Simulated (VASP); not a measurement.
# SrCd (Pm-3m) in VASP: further runs, part 2 of 2

VASP 6.6.1. The steps go on from the part before.

**4. Single point, LDA**

This run uses another cell than the first one, of 32.07 Å³/atom.

Contents of POSCAR:

```
SrCd
1.0
    4.0030000000      0.0000000000      0.0000000000
    0.0000000000      4.0030000000      0.0000000000
    0.0000000000      0.0000000000      4.0030000000
Sr Cd
1 1
Direct
    0.5000000000      0.5000000000      0.5000000000
    0.0000000000      0.0000000000      0.0000000000
```

Contents of INCAR.step1:

```
SYSTEM = SrCd
ALGO = Normal ; EDIFF = 1E-6
ENCUT = 520 ; GGA = CA
ISIF = 2 ; ISMEAR = -1
LASPH = .True. ; LCHARG = .True.
LREAL = .False. ; LWAVE = .False.
NBANDS = 18 ; NELM = 100
PREC = Accurate ; SIGMA = 0.08
```

Contents of KPOINTS.step1:

```
k-points
0
Gamma
  10 10 10
  0 0 0
```

Contents of INCAR.step2:

```
SYSTEM = SrCd
ALGO = Normal ; EDIFF = 1E-6
ENCUT = 520 ; GGA = CA
ICHARG = 11 ; ISIF = 2
ISMEAR = -5 ; LASPH = .True.
LCHARG = .False. ; LORBIT = 11
LREAL = .False. ; LWAVE = .False.
NEDOS = 2001 ; NELM = 100
PREC = Accurate ; SIGMA = 0.08
```

Contents of KPOINTS.step2:

```
k-points
0
Gamma
  15 15 15
  0 0 0
```

Potentials or basis: VASP PAW LDA potentials, release 64 (Sr_sv, Cd).

Started as:

```sh
$ cat potpaw_LDA.64/Sr_sv/POTCAR potpaw_LDA.64/Cd/POTCAR > POTCAR
$ cp INCAR.step1 INCAR
$ cp KPOINTS.step1 KPOINTS
$ mpirun -np 1 vasp_std > vasp.out
$ cp INCAR.step2 INCAR
$ cp KPOINTS.step2 KPOINTS
$ mpirun -np 1 vasp_std > vasp.out
```

OUTCAR:

```text
SYSTEM = SrCd
   EDIFF = 1E-6
   ENCUT = 520
   GGA = CA
   ICHARG = 11
   ISIF = 2
   ISMEAR = -5
   LASPH = .True.
   LORBIT = 11
   LREAL = .False.
   NELM = 100
   PREC = Accurate

 ion  position               nearest neighbor table
   1  0.500  0.500  0.500-   2 3.47   2 3.47   2 3.47   2 3.47   2 3.47   2 3.47   2 3.47   2 3.47

   2  0.000  0.000  0.000-   1 3.47   1 3.47   1 3.47   1 3.47   1 3.47   1 3.47   1 3.47   1 3.47

  LATTYP: Found a simple cubic cell.
 ALAT       =     4.0030000000

  Lattice vectors:

 A1 = (   4.0030000000,   0.0000000000,   0.0000000000)
 A2 = (   0.0000000000,   4.0030000000,   0.0000000000)
 A3 = (   0.0000000000,   0.0000000000,   4.0030000000)

Analysis of symmetry for initial positions (statically):
=====================================================================
 Subroutine PRICEL returns:
 Original cell was already a primitive cell.

 Routine SETGRP: Setting up the symmetry group for a
 simple cubic supercell.

 Subroutine GETGRP returns: Found 48 space group operations
 (whereof 48 operations were pure point group operations)
 out of a pool of 48 trial point group operations.

The static configuration has the point symmetry O_h .

Analysis of symmetry for dynamics (positions and initial velocities):
=====================================================================
 Subroutine PRICEL returns:
 Original cell was already a primitive cell.

 Routine SETGRP: Setting up the symmetry group for a
 simple cubic supercell.

 Subroutine GETGRP returns: Found 48 space group operations
 (whereof 48 operations were pure point group operations)
 out of a pool of 48 trial point group operations.

The dynamic configuration has the point symmetry O_h .

 Subroutine INISYM returns: Found 48 space group operations
 (whereof 48 operations are pure point group operations),
 and found     1 'primitive' translations

----------------------------------------------------------------------------------------

                                     Primitive cell

  volume of cell :      64.1441

  direct lattice vectors                    reciprocal lattice vectors
     4.003000000  0.000000000  0.000000000     0.249812641  0.000000000  0.000000000
     0.000000000  4.003000000  0.000000000     0.000000000  0.249812641  0.000000000
     0.000000000  0.000000000  4.003000000     0.000000000  0.000000000  0.249812641

  length of vectors
     4.003000000  4.003000000  4.003000000     0.249812641  0.249812641  0.249812641

  position of ions in fractional coordinates (direct lattice)
     0.500000000  0.500000000  0.500000000
     0.000000000  0.000000000  0.000000000

  ion indices of the primitive-cell ions
   primitive index   ion index
                 1           1
                 2           2

----------------------------------------------------------------------------------------

 KPOINTS: k-points

Automatic generation of k-mesh.
 Grid dimensions read from file:
 generate k-points for:   15   15   15

 Generating k-lattice:

  Cartesian coordinates                     Fractional coordinates (reciprocal lattice)
     0.016654176  0.000000000  0.000000000     0.066666667  0.000000000  0.000000000
     0.000000000  0.016654176  0.000000000     0.000000000  0.066666667  0.000000000
     0.000000000  0.000000000  0.016654176     0.000000000  0.000000000  0.066666667

  Length of vectors
     0.016654176  0.016654176  0.016654176

  Shift w.r.t. Gamma in fractional coordinates (k-lattice)
     0.000000000  0.000000000  0.000000000

 TETIRR: Found   1667 inequivalent tetrahedra from    20250

 Subroutine IBZKPT returns following result:
 ===========================================

 Found    120 irreducible k-points:

 Following reciprocal coordinates:
            Coordinates               Weight
  0.000000  0.000000  0.000000      1.000000
  0.066667  0.000000  0.000000      6.000000
  0.133333  0.000000  0.000000      6.000000
  0.200000  0.000000  0.000000      6.000000
  0.266667  0.000000  0.000000      6.000000
  0.333333  0.000000  0.000000      6.000000
[... 16 lines left out ...]
  0.266667  0.200000  0.000000     24.000000
  0.333333  0.200000  0.000000     24.000000
 [... further k-points ...]
   k-points           NKPTS =    120   k-points in BZ     NKDIM =    120   number of bands    NBANDS=     15
   number of dos      NEDOS =   2001   number of ions     NIONS =      2
   total plane-waves  NPLWV =  27000
   dimension x,y,z NGX =    30 NGY =   30 NGZ =   30
   dimension x,y,z NGXF=    60 NGYF=   60 NGZF=   60
   ions per type =               1   1
   NGX,Y,Z   is equivalent  to a cutoff of  12.46, 12.46, 12.46 a.u.
   NGXF,Y,Z  is equivalent  to a cutoff of  24.92, 24.92, 24.92 a.u.
 SYSTEM =  SrCd
   PREC   = accura    normal or accurate (medium, high low for compatibility)
   ISTART =      0    job   : 0-new  1-cont  2-samecut
   ICHARG =     11    charge: 1-file 2-atom 10-const
   ISPIN  =      1    spin polarized calculation?
   LNONCOLLINEAR =      F non collinear calculations
   LSORBIT =      F    spin-orbit coupling
   LASPH  =      T    aspherical Exc in radial PAW
   ENCUT  =  520.0 eV  38.22 Ry    6.18 a.u.   7.44  7.44  7.44*2*pi/ulx,y,z
   NELM   =    100;   NELMIN=  2; NELMDL=  0     # of ELM steps
   EDIFF  = 0.1E-05   stopping-criterion for ELM
   LREAL  =      F    real-space projection
[... 7 lines left out ...]
   TEBEG  =    0.0;   TEEND  =   0.0 temperature during run
   PSTRESS=    0.0 pullay stress
   NELECT =      22.0000    total number of electrons
   NUPDOWN=      -1.0000    fix difference up-down
   EMIN   =  10.00;   EMAX   =-10.00  energy-range for DOS
   EFERMI =   0.00;   METHOD = LEGACY
   ISMEAR =    -5;   SIGMA  =   0.08  broadening in eV -4-tet -1-fermi 0-gaus
   EFERMI_NEDOS =   21; number of points for ismear=-14 and -15
   IALGO  =     38    algorithm
   IMIX   =      4    mixing-type and parameters
     AMIX     =   0.40;   BMIX     =  1.00
     AMIX_MAG =   1.60;   BMIX_MAG =  1.00
  volume/ion in A,a.u.               =      32.07       216.43
  Fermi-wavevector in a.u.,A,eV,Ry     =   1.145944  2.165521 17.867009  1.313188
  Thomas-Fermi vector in A             =   2.282631
   LORBIT       =     11    0 simple, 1 ext, 2 COOP (PROOUT), +10 PAW based schemes
   GGA     = CA    functional components
   LHFCALC =     F    Hartree Fock is set to
   AEXX    =    0.0000 exact exchange contribution
   IVDW    =     0    specifies the selected vdW correction
   LEPSILON=     F    determine dielectric tensor
   LRPA    =     F    only Hartree local field effects (RPA)
 non-spin polarized calculation
 Fermi weights with tetrahedron method with Bloechl corrections
  energy-cutoff  :      520.00
  volume of cell :       64.14
 maximum number of plane-waves:      1755
 NGX is ok and might be reduce to    30

 number of electron      21.9999998 magnetization

 Free energy of the ion-electron system (eV)
  ---------------------------------------------------
  ext. energy  EPLUGINS =         0.00000000
  ---------------------------------------------------
  free energy    TOTEN  =        -4.08101480 eV

  energy without entropy =       -4.08101480  energy(sigma->0) =       -4.08101480

 E-fermi :   2.0753     XC(G=0):  -9.4360

 val. band max:        2.0668456757   @ k =   0.4000   0.3333   0.2667
 cond. band min:       2.0632290876   @ k =   0.4667   0.4667   0.0667
 fundamental gap:     -0.0036165881
 Fermi energy:         2.0752717825

 k-point     1 :       0.0000    0.0000    0.0000
  band No.  band energies     occupation
      1     -33.5219      2.00000
      2     -15.5588      2.00000
      3     -15.5588      2.00000
      4     -15.5588      2.00000
      5      -6.5576      2.00000
      6      -6.5576      2.00000
      7      -6.4037      2.00000
      8      -6.4037      2.00000
      9      -6.4037      2.00000
     10      -3.7652      2.00000
     11       3.3929      0.00000
     12       3.3929      0.00000
     13       6.0667      0.00000
     14       6.0667      0.00000
[... 401 lines left out ...]
      2     -15.7252      2.00000
      3     -15.6223      2.00000
      4     -15.5380      2.00000
      5      -6.5042      2.00000
      6      -6.4646      2.00000
      7      -6.4385      2.00000
      8      -6.4132      2.00000
      9      -6.3995      2.00000
     10      -2.1986      2.00000
     11       1.3256      2.00000
     12       3.1013      0.00000
     13       4.3001      0.00000
     14       4.8430      0.00000
     15       6.5818      0.00000

 [... further k-points ...]
[... 5 lines left out ...]
  --------------------------------------------------------------------------------------
  -------------------------------------------------------------------------------------
  Total       -0.8215144     -0.8215144     -0.8215144     -0.0000000     -0.0000000      0.0000000
  in kB      -20.5196037    -20.5196037    -20.5196037     -0.0000000     -0.0000000      0.0000000
  external PRESSURE =     -20.5196037 kB  Pullay stress =       0.0000000 kB

 VOLUME and BASIS-vectors are now :
 -----------------------------------------------------------------------------
  energy-cutoff  :      520.00
  volume of cell :       64.14
      direct lattice vectors                 reciprocal lattice vectors
     4.003000000  0.000000000  0.000000000     0.249812641  0.000000000  0.000000000
     0.000000000  4.003000000  0.000000000     0.000000000  0.249812641  0.000000000
     0.000000000  0.000000000  4.003000000     0.000000000  0.000000000  0.249812641

 POSITION                                       TOTAL-FORCE (eV/Angst)
 -----------------------------------------------------------------------------------
      2.00150      2.00150      2.00150         0.000000      0.000000      0.000000
      0.00000      0.00000      0.00000         0.000000      0.000000      0.000000
 -----------------------------------------------------------------------------------
    total drift:                               -0.000000      0.000000     -0.000000

  FREE ENERGIE OF THE ION-ELECTRON SYSTEM (eV)
  ---------------------------------------------------
  free  energy   TOTEN  =        -4.0810147995 eV

  energy  without entropy=       -4.0810147995  energy(sigma->0) =       -4.08101480

 total charge

# of ion       s       p       d       tot
------------------------------------------
    1        2.044   5.732   0.207   7.983
    2        0.639   0.252   9.444  10.336
--------------------------------------------------
tot          2.684   5.984   9.651  18.318
```

Run time: 68 s. Hardware: 1 thread of Oxide Virtual Turin-like, shared host; peak memory 0.22 GiB.

Results:

* Valence electrons inside the program's atomic spheres: Sr 7.98; Cd 10.34

**5. The runs side by side**

| task | cell | k mesh for the DOS | occupations for the DOS | gap on the mesh (eV) | pressure (GPa) |
| --- | --- | --- | --- | --- | --- |
| electric field gradients | a = 4.016 Å, 2 atoms | - | - | none | -2.2 |
| electric field gradients | a = 4.056 Å, 2 atoms | - | - | none | -2.8 |
| single point | a = 4.003 Å, 2 atoms | 15 × 15 × 15 | tetrahedron | - | - |

Alike in all rows: level LDA; potentials or basis VASP PAW LDA potentials, release 64 (Sr_sv, Cd); no spin polarisation; k mesh 10 × 10 × 10; cutoff (eV) 520; smearing fermi-dirac 0.08 eV.

Absolute energies hang on the potentials; compare differences alone.

The gap in the log of VASP goes by the Fermi energy; the results here count the filled bands.